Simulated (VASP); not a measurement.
Crystal: Sn2TeSe.

```
Se Te Sn
1.0
     2.19119    1.26508    7.12420
    -2.19119    1.26508    7.12420
     0.00000   -2.53016    7.12420
Se Te Sn
1 1 2
Direct
  0.00000 0.00000 0.00000
  0.50000 0.50000 0.50000
  0.25553 0.25553 0.25553
  0.74447 0.74447 0.74447
```

Base run:

| Property | Result |
| --- | --- |
| Program | VASP 6.6.1 |
| Functional | r2SCAN |
| Potentials or basis | VASP PAW PBE potentials, release 64 (Se, Te, Sn_d) |
| Cutoff | 550 eV |
| k mesh | 6 × 6 × 6 |
| Occupations | fermi-dirac, width 0.02 eV |
| Spin | no spin polarisation |

Its results: band gap on the k mesh 0.08 eV; pressure 0.0 GPa; largest force 0.003 eV/Å.

**Question.** The run is repeated on the same cell with these changes: functional from r2SCAN to PBE; cutoff from 550 eV to 500 eV. What comes out?

**Answer.** Band gap on the k mesh 0.22 eV; pressure 0.9 GPa; largest force 0.014 eV/Å.

Caveats: spin-orbit coupling is left out, which moves the levels of the heavy elements; the PAW data sets were made with another functional, which shifts forces and pressure a little (at least some runs).

A k mesh can miss the band edges.
